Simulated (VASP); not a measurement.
Set up this calculation in VASP 6.6.1, as the native input.

* Task: single point
* Functional: PBEsol
* Potentials or basis: VASP PAW PBE potentials, release 64 (Hg, Te)
* Cutoff: 520 eV
* k mesh: 6 × 6 × 6
* Occupations: gaussian, width 0.05 eV
* Spin: no spin polarisation
* Dipole correction: no
* Further INCAR settings: ALGO = Normal; EDIFF = 1e-07; NBANDS = 16

The structure of HgTe lies in POSCAR:

```
HgTe
1.0
    0.0000000000      3.2122484193      3.2122484193
    3.2122484193      0.0000000000      3.2122484193
    3.2122484193      3.2122484193      0.0000000000
Hg Te
1 1
Direct
    0.0000000000      0.0000000000      0.0000000000
    0.2500000000      0.2500000000      0.2500000000
```

This cell differs from its parent crystal: volume scaled by 0.96.

These files were run (other wordings do the same):

INCAR

```
PREC = Accurate ; ENCUT = 520
EDIFF = 1E-7 ; ISMEAR = 0
SIGMA = 0.05 ; LREAL = False
LASPH = True ; NELM = 60
ALGO = Normal ; ISIF = 2
LWAVE = False ; LCHARG = False
GGA = PS ; NBANDS = 16
```

KPOINTS

```
Automatic mesh
0
Gamma
  6 6 6
```

Potentials or basis: VASP PAW PBE potentials, release 64 (Hg, Te).

The run is started by

```bash
$ cat potpaw_PBE.64/Hg/POTCAR potpaw_PBE.64/Te/POTCAR > POTCAR
$ mpirun -np 1 vasp_std > vasp.out
```

Results of the run:

```
Pressure               : 2.0 GPa
Band gap on the k mesh : zero (filled and empty bands touch)
```

Caveat: the PAW data sets were made with another functional, which shifts forces and pressure a little; spin-orbit coupling is left out, which moves the levels of the heavy elements.

Run time: 21 s on 1 thread of AMD EPYC 7R43 64-Core Processor (Zen 3) (shared host), peak memory 0.17 GiB.
